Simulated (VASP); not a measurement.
# Hf (P6_3/mmc) in VASP: notebook

Runs on Hf. Level: BLYP. Tasks: single point.

Everything below comes from runs of VASP 6.6.1. Logs are shortened: lines on timing, memory, paths and dates and some standing lists are left out, and cuts for length are marked.

### Step 1. The cell of the first run

The structure is hexagonal, space group P6_3/mmc (No. 194). The conventional cell has a = 3.232 Å, b = 3.232 Å, c = 5.115 Å, α = 90.00°, β = 90.00°, γ = 120.00°. Within 4.2 Å of Hf (site symmetry -6m2) lie 12 Hf at 3.17 to 3.23 Å.

### Step 2. Single point, BLYP

INCAR reads:

```
SYSTEM = Hf
PREC     = Accurate       ! precision mode
ENCUT    = 520            ! plane-wave cutoff, eV
EDIFF    = 1E-6           ! SCF threshold, eV
ISMEAR   = -1             ! smearing method
SIGMA    = 0.1            ! smearing width, eV
LREAL    = .False.        ! projectors in reciprocal space
LASPH    = .True.         ! aspherical terms in the spheres
NELM     = 100            ! most SCF steps
ALGO     = Normal         ! electronic algorithm
ISIF     = 2              ! what is computed and relaxed
LWAVE    = .False.        ! write WAVECAR
LCHARG   = .False.        ! write CHGCAR
GGA      = B5             ! functional
ALDAX    = 1.0          
AGGAX    = 1.0          
AGGAC    = 1.0          
ALDAC    = 0.0          
NBANDS   = 17             ! bands
```

KPOINTS reads:

```
regular mesh
0
Gamma
  18 18 10
  0 0 0
```

POSCAR reads:

```
Hf
1.0
    3.2322797444      0.0000000000      0.0000000000
   -1.6161398722      2.7992363708      0.0000000000
    0.0000000000      0.0000000000      5.1149553802
Hf
2
Direct
    0.3333333333      0.6666666667      0.2500000000
    0.6666666667      0.3333333333      0.7500000000
```

Potentials or basis: VASP PAW PBE potentials, release 64 (Hf_pv).

Launch:

```console
$ cat potpaw_PBE.64/Hf_pv/POTCAR > POTCAR
$ mpirun -np 1 vasp_std > vasp.out
```

OUTCAR:

```text
SYSTEM = Hf
   PREC = Accurate
   ENCUT = 520
   EDIFF = 1E-6
   ISMEAR = -1
   LREAL = .False.
   LASPH = .True.
   NELM = 100
   ISIF = 2
   GGA = B5

 ion  position               nearest neighbor table
   1  0.333  0.667  0.250-   2 3.17   2 3.17   2 3.17   2 3.17   2 3.17   2 3.17
   2  0.667  0.333  0.750-   1 3.17   1 3.17   1 3.17   1 3.17   1 3.17   1 3.17

  LATTYP: Found a hexagonal cell.
 ALAT       =     3.2322797444
 C/A-ratio  =     1.5824606113

  Lattice vectors:

 A1 = (   3.2322797444,   0.0000000000,   0.0000000000)
 A2 = (  -1.6161398722,   2.7992363708,   0.0000000000)
 A3 = (   0.0000000000,   0.0000000000,   5.1149553802)

Analysis of symmetry for initial positions (statically):
=====================================================================
 Subroutine PRICEL returns:
 Original cell was already a primitive cell.

 Routine SETGRP: Setting up the symmetry group for a
 hexagonal supercell.

 Subroutine GETGRP returns: Found 24 space group operations
 (whereof 12 operations were pure point group operations)
 out of a pool of 24 trial point group operations.

The static configuration has the point symmetry D_3d.
 The point group associated with its full space group is D_6h.

Analysis of symmetry for dynamics (positions and initial velocities):
=====================================================================
 Subroutine PRICEL returns:
 Original cell was already a primitive cell.

 Routine SETGRP: Setting up the symmetry group for a
 hexagonal supercell.

 Subroutine GETGRP returns: Found 24 space group operations
 (whereof 12 operations were pure point group operations)
 out of a pool of 24 trial point group operations.

The dynamic configuration has the point symmetry D_3d.
 The point group associated with its full space group is D_6h.

 Subroutine INISYM returns: Found 24 space group operations
 (whereof 12 operations are pure point group operations),
 and found     1 'primitive' translations

----------------------------------------------------------------------------------------

                                     Primitive cell

  volume of cell :      46.2797

  direct lattice vectors                    reciprocal lattice vectors
     3.232279744  0.000000000  0.000000000     0.309379162  0.178620143  0.000000000
    -1.616139872  2.799236371  0.000000000     0.000000000  0.357240285  0.000000000
     0.000000000  0.000000000  5.114955380     0.000000000  0.000000000  0.195505127

  length of vectors
     3.232279744  3.232279744  5.114955380     0.357240285  0.357240285  0.195505127

  position of ions in fractional coordinates (direct lattice)
     0.333333333  0.666666667  0.250000000
     0.666666667  0.333333333  0.750000000

  ion indices of the primitive-cell ions
   primitive index   ion index
                 1           1
                 2           2

----------------------------------------------------------------------------------------

 KPOINTS: regular mesh

Automatic generation of k-mesh.
 Grid dimensions read from file:
 generate k-points for:   18   18   10

 Generating k-lattice:

  Cartesian coordinates                     Fractional coordinates (reciprocal lattice)
     0.017187731  0.009923341  0.000000000     0.055555556  0.000000000  0.000000000
     0.000000000  0.019846683  0.000000000     0.000000000  0.055555556  0.000000000
     0.000000000  0.000000000  0.019550513     0.000000000  0.000000000  0.100000000

  Length of vectors
     0.019846683  0.019846683  0.019550513

  Shift w.r.t. Gamma in fractional coordinates (k-lattice)
     0.000000000  0.000000000  0.000000000

 Subroutine IBZKPT returns following result:
 ===========================================

 Found    222 irreducible k-points:

 Following reciprocal coordinates:
            Coordinates               Weight
  0.000000  0.000000  0.000000      1.000000
  0.055556  0.000000  0.000000      6.000000
  0.111111  0.000000  0.000000      6.000000
  0.166667  0.000000  0.000000      6.000000
  0.222222  0.000000  0.000000      6.000000
  0.277778  0.000000  0.000000      6.000000
[... 16 lines left out ...]
  0.333333  0.111111  0.000000     12.000000
  0.388889  0.111111  0.000000     12.000000
 [... further k-points ...]
   k-points           NKPTS =    222   k-points in BZ     NKDIM =    222   number of bands    NBANDS=     17
   number of dos      NEDOS =    301   number of ions     NIONS =      2
   total plane-waves  NPLWV =  23040
   dimension x,y,z NGX =    24 NGY =   24 NGZ =   40
   dimension x,y,z NGXF=    48 NGYF=   48 NGZF=   80
   ions per type =               2
   NGX,Y,Z   is equivalent  to a cutoff of  12.34, 12.34, 13.00 a.u.
   NGXF,Y,Z  is equivalent  to a cutoff of  24.69, 24.69, 26.00 a.u.
 SYSTEM =  Hf
   PREC   = accura    normal or accurate (medium, high low for compatibility)
   ISTART =      0    job   : 0-new  1-cont  2-samecut
   ICHARG =      2    charge: 1-file 2-atom 10-const
   ISPIN  =      1    spin polarized calculation?
   LNONCOLLINEAR =      F non collinear calculations
   LSORBIT =      F    spin-orbit coupling
   LASPH  =      T    aspherical Exc in radial PAW
   ENCUT  =  520.0 eV  38.22 Ry    6.18 a.u.   6.01  6.01  9.51*2*pi/ulx,y,z
   NELM   =    100;   NELMIN=  2; NELMDL= -5     # of ELM steps
   EDIFF  = 0.1E-05   stopping-criterion for ELM
   LREAL  =      F    real-space projection
   EDIFFG = 0.1E-04   stopping-criterion for IOM
   NSW    =      0    number of steps for IOM
   IBRION =     -1    ionic relax: 0-MD 1-quasi-New 2-CG
   NFREE  =      0    steps in history (QN), initial steepest desc. (CG)
   ISIF   =      2    stress and relaxation
   ISYM   =      2    0-nonsym 1-usesym 2-fastsym
   POTIM  = 0.5000    time-step for ionic-motion
   TEBEG  =    0.0;   TEEND  =   0.0 temperature during run
   PSTRESS=    0.0 pullay stress
   NELECT =      20.0000    total number of electrons
   NUPDOWN=      -1.0000    fix difference up-down
   EMIN   =  10.00;   EMAX   =-10.00  energy-range for DOS
   EFERMI =   0.00;   METHOD = LEGACY
   ISMEAR =    -1;   SIGMA  =   0.10  broadening in eV -4-tet -1-fermi 0-gaus
   EFERMI_NEDOS =   21; number of points for ismear=-14 and -15
   IALGO  =     38    algorithm
   IMIX   =      4    mixing-type and parameters
     AMIX     =   0.40;   BMIX     =  1.00
     AMIX_MAG =   1.60;   BMIX_MAG =  1.00
  volume/ion in A,a.u.               =      23.14       156.16
  Fermi-wavevector in a.u.,A,eV,Ry     =   1.237717  2.338946 20.843357  1.531944
  Thomas-Fermi vector in A             =   2.372273
   LORBIT       =      0    0 simple, 1 ext, 2 COOP (PROOUT), +10 PAW based schemes
   GGA     = B5    functional components
   LHFCALC =     F    Hartree Fock is set to
   AEXX    =    0.0000 exact exchange contribution
   IVDW    =     0    specifies the selected vdW correction
   LEPSILON=     F    determine dielectric tensor
   LRPA    =     F    only Hartree local field effects (RPA)
 non-spin polarized calculation
  energy-cutoff  :      520.00
  volume of cell :       46.28
 maximum number of plane-waves:      1269
   NGX = 13   NGY = 13   NGZ = 19

 number of electron      20.0000006 magnetization

 Free energy of the ion-electron system (eV)
  ---------------------------------------------------
  ext. energy  EPLUGINS =         0.00000000
  ---------------------------------------------------
  free energy    TOTEN  =       -17.27063543 eV

  energy without entropy =      -17.21093077  energy(sigma->0) =      -17.24078310

 E-fermi :   5.1884     XC(G=0): -10.5555

 val. band max:        5.1817065178   @ k =   0.0000   0.0000   0.4000
 cond. band min:       5.1934609719   @ k =   0.1667   0.0000   0.1000
 fundamental gap:      0.0117544541
 Fermi energy:         5.1883657952

 k-point     1 :       0.0000    0.0000    0.0000
  band No.  band energies     occupation
      1     -25.8279      2.00000
      2     -25.1576      2.00000
      3     -25.1576      2.00000
      4     -25.0432      2.00000
      5     -25.0411      2.00000
      6     -25.0411      2.00000
[... 9 lines left out ...]
     16       7.6489      0.00000
     17      10.2049      0.00000

 k-point     2 :       0.0556    0.0000    0.0000
  band No.  band energies     occupation
      1     -25.8206      2.00000
      2     -25.1731      2.00000
      3     -25.1628      2.00000
      4     -25.0575      2.00000
      5     -25.0465      2.00000
      6     -25.0432      2.00000
[... 9 lines left out ...]
     16       7.5636      0.00000
     17      10.2727      0.00000

 k-point     3 :       0.1111    0.0000    0.0000
  band No.  band energies     occupation
      1     -25.7993      2.00000
      2     -25.2176      2.00000
      3     -25.1777      2.00000
      4     -25.1041      2.00000
      5     -25.0566      2.00000
      6     -25.0495      2.00000
[... 9 lines left out ...]
     16       7.3600      0.00000
     17      10.4410      0.00000

 k-point     4 :       0.1667    0.0000    0.0000
  band No.  band energies     occupation
      1     -25.7652      2.00000
      2     -25.2860      2.00000
      3     -25.1998      2.00000
      4     -25.1742      2.00000
      5     -25.0734      2.00000
      6     -25.0596      2.00000
[... 9 lines left out ...]
     16       7.7442      0.00000
     17      10.6452      0.00000
[... 343 lines left out ...]
      1     -25.5957      2.00000
      2     -25.5339      2.00000
      3     -25.4425      2.00000
      4     -25.2887      2.00000
      5     -25.1718      2.00000
      6     -25.1359      2.00000
[... 9 lines left out ...]
     16      10.1192      0.00000
     17      10.9299      0.00000

 k-point    23 :       0.3333    0.1111    0.0000
  band No.  band energies     occupation
      1     -25.5975      2.00000
      2     -25.5420      2.00000
      3     -25.4854      2.00000
      4     -25.3208      2.00000
      5     -25.2091      2.00000
      6     -25.1504      2.00000
[... 9 lines left out ...]
     16      10.8745      0.00000
     17      10.9796      0.00000

 k-point    24 :       0.3889    0.1111    0.0000
  band No.  band energies     occupation
      1     -25.6389      2.00000
      2     -25.5132      2.00000
      3     -25.4984      2.00000
      4     -25.3414      2.00000
      5     -25.2418      2.00000
      6     -25.1599      2.00000
[... 9 lines left out ...]
     16      11.0065      0.00000
     17      11.5258      0.00000

 [... further k-points ...]
[... 5 lines left out ...]
  --------------------------------------------------------------------------------------
  -------------------------------------------------------------------------------------
  Total       -0.0058758     -0.0058758     -0.0193183      0.0000000      0.0000000      0.0000000
  in kB       -0.2034154     -0.2034154     -0.6687887      0.0000000      0.0000000      0.0000000
  external PRESSURE =      -0.3585398 kB  Pullay stress =       0.0000000 kB

 VOLUME and BASIS-vectors are now :
 -----------------------------------------------------------------------------
  energy-cutoff  :      520.00
  volume of cell :       46.28
      direct lattice vectors                 reciprocal lattice vectors
     3.232279744  0.000000000  0.000000000     0.309379162  0.178620143  0.000000000
    -1.616139872  2.799236371  0.000000000     0.000000000  0.357240285  0.000000000
     0.000000000  0.000000000  5.114955380     0.000000000  0.000000000  0.195505127

 POSITION                                       TOTAL-FORCE (eV/Angst)
 -----------------------------------------------------------------------------------
     -0.00000      1.86616      1.27874         0.000000     -0.000000      0.000000
      1.61614      0.93308      3.83622        -0.000000      0.000000      0.000000
 -----------------------------------------------------------------------------------
    total drift:                                0.000000     -0.000000      0.000000

  FREE ENERGIE OF THE ION-ELECTRON SYSTEM (eV)
  ---------------------------------------------------
  free  energy   TOTEN  =       -17.2706354296 eV

  energy  without entropy=      -17.2109307672  energy(sigma->0) =      -17.24078310
```

It took 5.8 min on 1 thread of AMD EPYC 7R13, shared host; peak memory 0.24 GiB.

Results:

* Free energy: -17.2706 eV
* Pressure: 0.0 GPa
* Band gap on the k mesh: zero (band 10 reaches 6.28 eV, above the bottom of band 11 at 4.79 eV)

Caveat: the PAW data sets were made with another functional, which shifts forces and pressure a little; spin-orbit coupling is left out, which moves the levels of the heavy elements.

### Step 3. Single point, BLYP (volume scaled by 1.04)

INCAR reads:

```
SYSTEM = Hf
PREC = Accurate
ENCUT = 520
EDIFF = 1E-6
ISMEAR = -1
SIGMA = 0.1
LREAL = .FALSE.
LASPH = .TRUE.
NELM = 60
ALGO = Normal
ISIF = 2
LWAVE = .FALSE.
LCHARG = .TRUE.
GGA = B5
ALDAX = 1.0
AGGAX = 1.0
AGGAC = 1.0
ALDAC = 0.0
LELF = .TRUE.
LVHAR = .TRUE.
NBANDS = 17
```

KPOINTS reads:

```
Automatic mesh
0
G
  18 18 10
  0 0 0
```

POSCAR reads:

```
Hf
1.0
    3.2748146188      0.0000000000      0.0000000000
   -1.6374073094      2.8360726526      0.0000000000
    0.0000000000      0.0000000000      5.1822651436
Hf
2
Direct
    0.3333333333      0.6666666667      0.2500000000
    0.6666666667      0.3333333333      0.7500000000
```

Potentials or basis: VASP PAW PBE potentials, release 64 (Hf_pv).

Launch:

```console
$ cat potpaw_PBE.64/Hf_pv/POTCAR > POTCAR
$ mpirun -np 1 vasp_std > vasp.out
```

OUTCAR:

```text
SYSTEM = Hf
   PREC = Accurate
   ENCUT = 520
   EDIFF = 1E-6
   ISMEAR = -1
   LREAL = .FALSE.
   LASPH = .TRUE.
   NELM = 60
   ISIF = 2
   GGA = B5

 ion  position               nearest neighbor table
   1  0.333  0.667  0.250-   2 3.21   2 3.21   2 3.21   2 3.21   2 3.21   2 3.21
   2  0.667  0.333  0.750-   1 3.21   1 3.21   1 3.21   1 3.21   1 3.21   1 3.21

  LATTYP: Found a hexagonal cell.
 ALAT       =     3.2748146188
 C/A-ratio  =     1.5824606113

  Lattice vectors:
[... 192 lines left out ...]
      4     -25.4452      2.00000
      5     -25.4417      2.00000
      6     -25.4417      2.00000
[... 457 lines left out ...]
      4     -25.7048      2.00000
      5     -25.6193      2.00000
      6     -25.5458      2.00000
[... 9 lines left out ...]
     16      10.4750      0.00000
     17      10.9543      0.00000

 [... further k-points ...]
[... 5 lines left out ...]
  --------------------------------------------------------------------------------------
  -------------------------------------------------------------------------------------
  Total       -1.1131482     -1.1131482     -1.1753586      0.0000000      0.0000000     -0.0000000
  in kB      -37.0544081    -37.0544081    -39.1252631      0.0000000      0.0000000     -0.0000000
  external PRESSURE =     -37.7446931 kB  Pullay stress =       0.0000000 kB

 VOLUME and BASIS-vectors are now :
 -----------------------------------------------------------------------------
  energy-cutoff  :      520.00
  volume of cell :       48.13
      direct lattice vectors                 reciprocal lattice vectors
     3.274814619  0.000000000  0.000000000     0.305360796  0.176300138  0.000000000
    -1.637407309  2.836072653  0.000000000     0.000000000  0.352600276  0.000000000
     0.000000000  0.000000000  5.182265144     0.000000000  0.000000000  0.192965812

 POSITION                                       TOTAL-FORCE (eV/Angst)
 -----------------------------------------------------------------------------------
     -0.00000      1.89072      1.29557        -0.000000      0.000000      0.000000
      1.63741      0.94536      3.88670         0.000000     -0.000000      0.000000
 -----------------------------------------------------------------------------------
    total drift:                                0.000000     -0.000000      0.000000

  FREE ENERGIE OF THE ION-ELECTRON SYSTEM (eV)
  ---------------------------------------------------
  free  energy   TOTEN  =       -17.2480791199 eV

  energy  without entropy=      -17.1859230697  energy(sigma->0) =      -17.21700109
```

OSZICAR:

```text
N       E                     dE             d eps       ncg     rms          rms(c)
DAV:   1     0.520690472320E+02    0.52069E+02   -0.11322E+04  7564   0.111E+03
DAV:   2    -0.159979524443E+02   -0.68067E+02   -0.66407E+02  9757   0.245E+02
DAV:   3    -0.179447155045E+02   -0.19468E+01   -0.19235E+01  9941   0.272E+01
DAV:   4    -0.179634354167E+02   -0.18720E-01   -0.18704E-01  9503   0.318E+00
DAV:   5    -0.179636647908E+02   -0.22937E-03   -0.22932E-03 10139   0.310E-01    0.586E+01
DAV:   6    -0.174233985735E+02    0.54027E+00   -0.55745E-01  8951   0.474E+00    0.343E+01
DAV:   7    -0.172580212241E+02    0.16538E+00   -0.85056E-01  9218   0.568E+00    0.184E+00
DAV:   8    -0.172479770524E+02    0.10044E-01   -0.58194E-02  8871   0.154E+00    0.222E-01
DAV:   9    -0.172480767354E+02   -0.99683E-04   -0.11328E-03 10287   0.242E-01    0.154E-01
DAV:  10    -0.172480734447E+02    0.32908E-05   -0.99161E-05  9153   0.670E-02    0.206E-01
DAV:  11    -0.172480789650E+02   -0.55203E-05   -0.10522E-05 10173   0.203E-02    0.100E-02
DAV:  12    -0.172480791199E+02   -0.15490E-06   -0.29016E-07  5405   0.359E-03
   1 F= -.17248079E+02 E0= -.17217001E+02  d E =-.621561E-01
```

Run time: 5.9 min. Hardware: 1 thread of AMD EPYC 7R13, shared host; peak memory 0.25 GiB.

Results:

- Free energy: -17.2481 eV
- Pressure: -3.8 GPa
- Band gap on the k mesh: zero (band 10 reaches 5.99 eV, above the bottom of band 11 at 4.50 eV)

Caveat: the PAW data sets were made with another functional, which shifts forces and pressure a little; spin-orbit coupling is left out, which moves the levels of the heavy elements.
